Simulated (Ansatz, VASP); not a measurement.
## Two plane-wave programs on SiC

```
Si C
1.0
     3.20066    0.00000    0.00000
    -1.60033    2.77185    0.00000
     0.00000    0.00000   10.88291
Si C
4 4
Cartesian
  1.6003 0.9240 10.2064
  0.0000 1.8479 4.7649
  0.0000 0.0000 7.4863
  0.0000 0.0000 2.0448
  1.6003 0.9240 8.1600
  0.0000 1.8479 2.7186
  0.0000 0.0000 5.4465
  0.0000 0.0000 0.0051
```

Change from the starting cell: strain +0.040 along x and y, +0.080 along z, atoms carried along.

Alike in both runs: task single point; functional r2SCAN; k mesh 12 × 12 × 4; occupations gaussian, width 0.05 eV; no spin polarisation.

|  | VASP | Ansatz |
| --- | --- | --- |
| version | VASP 6.6.1 | Ansatz 0.2.0 |
| potentials or method | VASP PAW PBE potentials, release 64 (Si, C), cutoff 520 eV | scalar-relativistic, plane waves, PAW |
| valence electrons in the cell | 32 | 32 |

Ansatz gave:

* gap on the k mesh at the Fermi level (eV): 2.33
* least direct gap on the mesh (eV): 3.57
* pressure (GPa): -25.6
* traceless stress, the component that is largest in VASP (GPa): -9.00
* rms of the force components (eV/Å): 0.029

Task: Estimate VASP's values.

Result: gap on the k mesh at the Fermi level (eV): 2.34; least direct gap on the mesh (eV): 3.57; pressure (GPa): -25.7; traceless stress, the component that is largest in VASP (GPa): -9.06; rms of the force components (eV/Å): 0.028.

VASP's potentials were made for PBE, not for r2SCAN. Atom by atom the forces differ by 0.000 eV/Å (rms over components). The functional is the same, so the differences come from potentials, cutoffs and numerics.
